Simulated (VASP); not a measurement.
# Sc3Re (P6/mmm) in VASP: further runs

Sc3Re is run at these levels: PBE; tasks: single point.

Everything below comes from runs of VASP 6.6.1. Logs are shortened: lines on timing, memory, paths and dates and some standing lists are left out, and cuts for length are marked.

**1. The cell of the first run**

The structure is hexagonal, space group P6/mmm (No. 191). The conventional cell has a = 4.639 Å, b = 4.639 Å, c = 4.021 Å, α = 90.00°, β = 90.00°, γ = 120.00°. Within 3.1 Å of Sc (site symmetry mmm) lie 4 Sc at 2.32 Å and 2 Re at 2.32 Å. Within 3.1 Å of Re (site symmetry 6/mmm) lie 6 Sc at 2.32 Å.

The cell was built from a structure type or drawn by symmetry, and may not be a known phase.

**2. Single point, PBE**

The input, INCAR:

```
SYSTEM = Sc3Re
  PREC = Accurate
  ENCUT = 520
  EDIFF = 1E-6
  ISMEAR = 0
  SIGMA = 0.1
  LREAL = .FALSE.
  LASPH = .TRUE.
  NELM = 100
  ALGO = Normal
  ISIF = 2
  LWAVE = .FALSE.
  LCHARG = .FALSE.
  GGA = PE
  NBANDS = 28
```

The input, KPOINTS:

```
regular mesh
0
G
  6 6 4
  0 0 0
```

The input, POSCAR:

```
Sc3Re
1.0
    4.6392385200      0.0000000000      0.0000000000
   -2.3196192600      4.0176984100      0.0000000000
    0.0000000000      0.0000000000      4.0214542200
Sc Re
3 1
Direct
    0.5000000000      0.0000000000      0.5000000000
    0.0000000000      0.5000000000      0.5000000000
    0.5000000000      0.5000000000      0.5000000000
    0.0000000000      0.0000000000      0.5000000000
```

Potentials or basis: VASP PAW PBE potentials, release 64 (Sc_sv, Re).

On the command line:

```
$ cat potpaw_PBE.64/Sc_sv/POTCAR potpaw_PBE.64/Re/POTCAR > POTCAR
$ mpirun -np 1 vasp_std > vasp.out
```

OUTCAR:

```text
SYSTEM = Sc3Re
   PREC = Accurate
   ENCUT = 520
   EDIFF = 1E-6
   ISMEAR = 0
   LREAL = .FALSE.
   LASPH = .TRUE.
   NELM = 100
   ISIF = 2
   GGA = PE

 ion  position               nearest neighbor table
   1  0.500  0.000  0.500-   2 2.32   3 2.32   3 2.32   2 2.32   4 2.32   4 2.32
   2  0.000  0.500  0.500-   1 2.32   4 2.32   4 2.32   1 2.32   3 2.32   3 2.32
   3  0.500  0.500  0.500-   1 2.32   4 2.32   1 2.32   4 2.32   2 2.32   2 2.32
   4  0.000  0.000  0.500-   2 2.32   3 2.32   2 2.32   3 2.32   1 2.32   1 2.32

  LATTYP: Found a hexagonal cell.
 ALAT       =     4.6392385200
 C/A-ratio  =     0.8668349779

  Lattice vectors:

 A1 = (   4.6392385200,   0.0000000000,   0.0000000000)
 A2 = (  -2.3196192600,   4.0176984100,   0.0000000000)
 A3 = (   0.0000000000,   0.0000000000,   4.0214542200)

Analysis of symmetry for initial positions (statically):
=====================================================================
 Subroutine PRICEL returns:
 Original cell was already a primitive cell.

 Routine SETGRP: Setting up the symmetry group for a
 hexagonal supercell.

 Subroutine GETGRP returns: Found 24 space group operations
 (whereof 24 operations were pure point group operations)
 out of a pool of 24 trial point group operations.

The static configuration has the point symmetry D_6h.

Analysis of symmetry for dynamics (positions and initial velocities):
=====================================================================
 Subroutine PRICEL returns:
 Original cell was already a primitive cell.

 Routine SETGRP: Setting up the symmetry group for a
 hexagonal supercell.

 Subroutine GETGRP returns: Found 24 space group operations
 (whereof 24 operations were pure point group operations)
 out of a pool of 24 trial point group operations.

The dynamic configuration has the point symmetry D_6h.

 Subroutine INISYM returns: Found 24 space group operations
 (whereof 24 operations are pure point group operations),
 and found     1 'primitive' translations

----------------------------------------------------------------------------------------

                                     Primitive cell

  volume of cell :      74.9561

  direct lattice vectors                    reciprocal lattice vectors
     4.639238520  0.000000000  0.000000000     0.215552616  0.124449361  0.000000000
    -2.319619260  4.017698410  0.000000000     0.000000000  0.248898722  0.000000000
     0.000000000  0.000000000  4.021454220     0.000000000  0.000000000  0.248666265

  length of vectors
     4.639238520  4.639238518  4.021454220     0.248898722  0.248898722  0.248666265

  position of ions in fractional coordinates (direct lattice)
     0.500000000  0.000000000  0.500000000
     0.000000000  0.500000000  0.500000000
     0.500000000  0.500000000  0.500000000
     0.000000000  0.000000000  0.500000000

  ion indices of the primitive-cell ions
   primitive index   ion index
                 1           1
                 2           2
                 3           3
                 4           4

----------------------------------------------------------------------------------------

 KPOINTS: regular mesh

Automatic generation of k-mesh.
 Grid dimensions read from file:
 generate k-points for:    6    6    4

 Generating k-lattice:

  Cartesian coordinates                     Fractional coordinates (reciprocal lattice)
     0.035925436  0.020741560  0.000000000     0.166666667  0.000000000  0.000000000
     0.000000000  0.041483120  0.000000000     0.000000000  0.166666667  0.000000000
     0.000000000  0.000000000  0.062166566     0.000000000  0.000000000  0.250000000

  Length of vectors
     0.041483120  0.041483120  0.062166566

  Shift w.r.t. Gamma in fractional coordinates (k-lattice)
     0.000000000  0.000000000  0.000000000

 Subroutine IBZKPT returns following result:
 ===========================================

 Found     21 irreducible k-points:

 Following reciprocal coordinates:
            Coordinates               Weight
  0.000000  0.000000  0.000000      1.000000
  0.166667  0.000000  0.000000      6.000000
  0.333333  0.000000  0.000000      6.000000
  0.500000  0.000000  0.000000      3.000000
  0.166667  0.166667  0.000000      6.000000
  0.333333  0.166667  0.000000     12.000000
[... 13 lines left out ...]
  0.333333  0.166667  0.500000     12.000000
  0.333333  0.333333  0.500000      2.000000
   k-points           NKPTS =     21   k-points in BZ     NKDIM =     21   number of bands    NBANDS=     28
   number of dos      NEDOS =    301   number of ions     NIONS =      4
   total plane-waves  NPLWV =  38880
   dimension x,y,z NGX =    36 NGY =   36 NGZ =   30
   dimension x,y,z NGXF=    72 NGYF=   72 NGZF=   60
   ions per type =               3   1
   NGX,Y,Z   is equivalent  to a cutoff of  12.90, 12.90, 12.40 a.u.
   NGXF,Y,Z  is equivalent  to a cutoff of  25.80, 25.80, 24.80 a.u.
 SYSTEM =  Sc3Re
   PREC   = accura    normal or accurate (medium, high low for compatibility)
   ISTART =      0    job   : 0-new  1-cont  2-samecut
   ICHARG =      2    charge: 1-file 2-atom 10-const
   ISPIN  =      1    spin polarized calculation?
   LNONCOLLINEAR =      F non collinear calculations
   LSORBIT =      F    spin-orbit coupling
   LASPH  =      T    aspherical Exc in radial PAW
   ENCUT  =  520.0 eV  38.22 Ry    6.18 a.u.   8.63  8.63  7.48*2*pi/ulx,y,z
   NELM   =    100;   NELMIN=  2; NELMDL= -5     # of ELM steps
   EDIFF  = 0.1E-05   stopping-criterion for ELM
   LREAL  =      F    real-space projection
   EDIFFG = 0.1E-04   stopping-criterion for IOM
   NSW    =      0    number of steps for IOM
   IBRION =     -1    ionic relax: 0-MD 1-quasi-New 2-CG
   NFREE  =      0    steps in history (QN), initial steepest desc. (CG)
   ISIF   =      2    stress and relaxation
   ISYM   =      2    0-nonsym 1-usesym 2-fastsym
   POTIM  = 0.5000    time-step for ionic-motion
   TEBEG  =    0.0;   TEEND  =   0.0 temperature during run
   PSTRESS=    0.0 pullay stress
   NELECT =      40.0000    total number of electrons
   NUPDOWN=      -1.0000    fix difference up-down
   EMIN   =  10.00;   EMAX   =-10.00  energy-range for DOS
   EFERMI =   0.00;   METHOD = LEGACY
   ISMEAR =     0;   SIGMA  =   0.10  broadening in eV -4-tet -1-fermi 0-gaus
   EFERMI_NEDOS =   21; number of points for ismear=-14 and -15
   IALGO  =     38    algorithm
   IMIX   =      4    mixing-type and parameters
     AMIX     =   0.40;   BMIX     =  1.00
     AMIX_MAG =   1.60;   BMIX_MAG =  1.00
  volume/ion in A,a.u.               =      18.74       126.46
  Fermi-wavevector in a.u.,A,eV,Ry     =   1.327881  2.509331 23.990711  1.763268
  Thomas-Fermi vector in A             =   2.457160
   LORBIT       =      0    0 simple, 1 ext, 2 COOP (PROOUT), +10 PAW based schemes
   GGA     = PE    functional components
   LHFCALC =     F    Hartree Fock is set to
   AEXX    =    0.0000 exact exchange contribution
   IVDW    =     0    specifies the selected vdW correction
   LEPSILON=     F    determine dielectric tensor
   LRPA    =     F    only Hartree local field effects (RPA)
 non-spin polarized calculation
 Gauss-broadening in eV      SIGMA  =   0.10
  energy-cutoff  :      520.00
  volume of cell :       74.96
 maximum number of plane-waves:      2039
 NGX is ok and might be reduce to    36
   NGX = 17   NGY = 17   NGZ = 15

 number of electron      40.0000012 magnetization

 Free energy of the ion-electron system (eV)
  ---------------------------------------------------
  ext. energy  EPLUGINS =         0.00000000
  ---------------------------------------------------
  free energy    TOTEN  =       -18.87355433 eV

  energy without entropy =      -18.86402532  energy(sigma->0) =      -18.86878982

 E-fermi :   4.8389     XC(G=0): -10.7640

 val. band max:        4.8093464657   @ k =   0.3333   0.1667   0.0000
 cond. band min:       4.9304181649   @ k =   0.1667   0.1667   0.5000
 fundamental gap:      0.1210716992
 Fermi energy:         4.8389035688

 k-point     1 :       0.0000    0.0000    0.0000
  band No.  band energies     occupation
      1     -44.0185      2.00000
      2     -42.9014      2.00000
      3     -42.9014      2.00000
      4     -24.8817      2.00000
      5     -23.3180      2.00000
      6     -23.3180      2.00000
[... 20 lines left out ...]
     27       9.6722      0.00000
     28       9.7704      0.00000

 k-point     2 :       0.1667    0.0000    0.0000
  band No.  band energies     occupation
      1     -43.9501      2.00000
      2     -42.9702      2.00000
      3     -42.8969      2.00000
      4     -24.6812      2.00000
      5     -23.3625      2.00000
      6     -23.1976      2.00000
[... 20 lines left out ...]
     27       9.4016      0.00000
     28       9.4463      0.00000

 k-point     3 :       0.3333    0.0000    0.0000
  band No.  band energies     occupation
      1     -43.7713      2.00000
      2     -43.1497      2.00000
      3     -42.8876      2.00000
      4     -24.2569      2.00000
      5     -23.2893      2.00000
      6     -22.8515      2.00000
[... 20 lines left out ...]
     27       8.2571      0.00000
     28       8.2961      0.00000

 k-point     4 :       0.5000    0.0000    0.0000
  band No.  band energies     occupation
      1     -43.6189      2.00000
      2     -43.3024      2.00000
      3     -42.8830      2.00000
      4     -24.1015      2.00000
      5     -22.7559      2.00000
      6     -22.4301      2.00000
[... 485 lines left out ...]
     27       9.3457      0.00000
     28       9.4032      0.00000

 k-point    20 :       0.3333    0.1667    0.5000
  band No.  band energies     occupation
      1     -43.6280      2.00000
      2     -43.2796      2.00000
      3     -42.8931      2.00000
      4     -23.9368      2.00000
      5     -23.2346      2.00000
      6     -22.5031      2.00000
[... 20 lines left out ...]
     27       8.2905      0.00000
     28       8.5309      0.00000

 k-point    21 :       0.3333    0.3333    0.5000
  band No.  band energies     occupation
      1     -43.4480      2.00000
      2     -43.4480      2.00000
      3     -42.9027      2.00000
      4     -23.3568      2.00000
      5     -23.3568      2.00000
      6     -23.1652      2.00000
[... 20 lines left out ...]
     27       8.2832      0.00000
     28       8.2838      0.00000

------------------------ aborting loop because EDIFF is reached ----------------------------------------

  FORCE on cell =-STRESS in cart. coord.  units (eV):
  Direction    XX          YY          ZZ          XY          YZ          ZX
  --------------------------------------------------------------------------------------
  -------------------------------------------------------------------------------------
  Total       42.0307366     42.0307366     -8.0266488     -0.0000000      0.0000000      0.0000000
  in kB      898.4013998    898.4013987   -171.5685492     -0.0000000      0.0000000      0.0000000
  external PRESSURE =     541.7447498 kB  Pullay stress =       0.0000000 kB

 VOLUME and BASIS-vectors are now :
 -----------------------------------------------------------------------------
  energy-cutoff  :      520.00
  volume of cell :       74.96
      direct lattice vectors                 reciprocal lattice vectors
     4.639238520  0.000000000  0.000000000     0.215552616  0.124449361  0.000000000
    -2.319619260  4.017698410  0.000000000     0.000000000  0.248898722  0.000000000
     0.000000000  0.000000000  4.021454220     0.000000000  0.000000000  0.248666265

 POSITION                                       TOTAL-FORCE (eV/Angst)
 -----------------------------------------------------------------------------------
      2.31962      0.00000      2.01073        -0.000000      0.000000      0.000000
     -1.15981      2.00885      2.01073        -0.000000      0.000000      0.000000
      1.15981      2.00885      2.01073         0.000000      0.000000      0.000000
      0.00000      0.00000      2.01073        -0.000000      0.000000      0.000000
 -----------------------------------------------------------------------------------
    total drift:                                0.000000      0.000000      0.000000

  FREE ENERGIE OF THE ION-ELECTRON SYSTEM (eV)
  ---------------------------------------------------
  free  energy   TOTEN  =       -18.8735543299 eV

  energy  without entropy=      -18.8640253179  energy(sigma->0) =      -18.86878982
```

Run time: 67 s. Hardware: 1 thread of Intel Xeon 8259CL, shared host; peak memory 0.21 GiB.

What came out:

```yaml
Free_energy: -18.8736 eV
Pressure: 54.2 GPa
Band_gap_on_the_k_mesh: zero (bands 20 and 21 overlap by 0.48 eV)
```

Levels at points of the mesh, in eV from the Fermi level:
```csv
k point,band 16,band 17,band 18,band 19,band 20,band 21,band 22,band 23,band 24,band 25
"(0.00, 0.00, 0.00)",-3.84,-3.03,-3.03,-1.91,-1.13,1.23,1.93,1.93,3.26,3.26
"(0.50, 0.00, 0.00)",-1.81,-1.55,-1.12,-0.52,-0.12,0.18,0.23,0.96,1.40,1.90
"(0.00, 0.00, 0.50)",-3.58,-3.58,-2.12,-1.85,-1.63,-0.23,1.94,1.94,3.53,4.68
"(0.50, 0.00, 0.50)",-1.50,-1.47,-0.95,-0.88,0.25,0.26,0.43,1.51,2.86,2.88
```

Caveat: the k points lie up to 0.39 Å⁻¹ apart; spin-orbit coupling is left out, which moves the levels of the heavy elements.

**3. Single point, PBE, collinear spin**

This run uses another cell than the first one, of 20.29 Å³/atom.

The input, INCAR:

```
SYSTEM = Sc3Re
PREC = Accurate ; ENCUT = 520
EDIFF = 1E-6 ; ISMEAR = 0
SIGMA = 0.1 ; LREAL = .False.
LASPH = .True. ; NELM = 150
ALGO = Fast ; ISIF = 2
LWAVE = .False. ; LCHARG = .True.
ISPIN = 2 ; MAGMOM = 1 1 1 1
LORBIT = 11 ; LMAXMIX = 4
GGA = PE ; LELF = .True.
LVHAR = .True. ; NBANDS = 32
```

The input, KPOINTS:

```
regular mesh
0
Gamma
  3 3 6
  0 0 0
```

The input, POSCAR:

```
Sc3Re
1.0
    5.7673172667      0.0000000000      0.0000000000
   -2.8836586333      4.9946432646      0.0000000000
    0.0000000000      0.0000000000      2.8178567024
Sc Re
3 1
Direct
    0.5000000000      0.0000000000      0.5000000000
    0.0000000000      0.5000000000      0.5000000000
    0.5000000000      0.5000000000      0.5000000000
    0.0000000000      0.0000000000      0.5000000000
```

Potentials or basis: VASP PAW PBE potentials, release 64 (Sc_sv, Re).

On the command line:

```
$ cat potpaw_PBE.64/Sc_sv/POTCAR potpaw_PBE.64/Re/POTCAR > POTCAR
$ mpirun -np 1 vasp_std > vasp.out
```

Run time: 2.5 min. Hardware: 1 thread of Intel Xeon 8259CL, shared host; peak memory 0.29 GiB.

It converged, with:

| Property | Result |
| --- | --- |
| Free energy | -29.4314 eV |
| Pressure | -0.1 GPa |
| Band gap on the k mesh | zero (filled and empty bands overlap) |
| Net moment | 0.00 μB per cell |
| Valence electrons inside the program's atomic spheres | Sc 9.60; Re 5.69 |

Stress tensor (GPa, compression positive):
```
-0.16  0.00  0.00
 0.00 -0.16  0.00
 0.00  0.00  0.09
```

Levels at points of the mesh, in eV from the Fermi level:
Spin up:
```tsv
k point	band 16	band 17	band 18	band 19	band 20	band 21	band 22	band 23	band 24	band 25
(0.00, 0.00, 0.00)	-2.81	-2.32	-0.45	0.06	0.06	0.75	0.75	0.92	1.23	1.23
(0.00, 0.00, 0.50)	-2.06	-1.61	-1.61	-0.76	-0.49	1.37	1.37	1.87	1.87	2.35
```
Spin down:
| k point | band 16 | band 17 | band 18 | band 19 | band 20 | band 21 | band 22 | band 23 | band 24 | band 25 |
| --- | --- | --- | --- | --- | --- | --- | --- | --- | --- | --- |
| (0.00, 0.00, 0.00) | -2.81 | -2.32 | -0.45 | 0.06 | 0.06 | 0.75 | 0.75 | 0.92 | 1.23 | 1.23 |
| (0.00, 0.00, 0.50) | -2.06 | -1.61 | -1.61 | -0.76 | -0.49 | 1.37 | 1.37 | 1.87 | 1.87 | 2.35 |

Caveat: the k points lie up to 0.42 Å⁻¹ apart; spin-orbit coupling is left out, which moves the levels of the heavy elements.
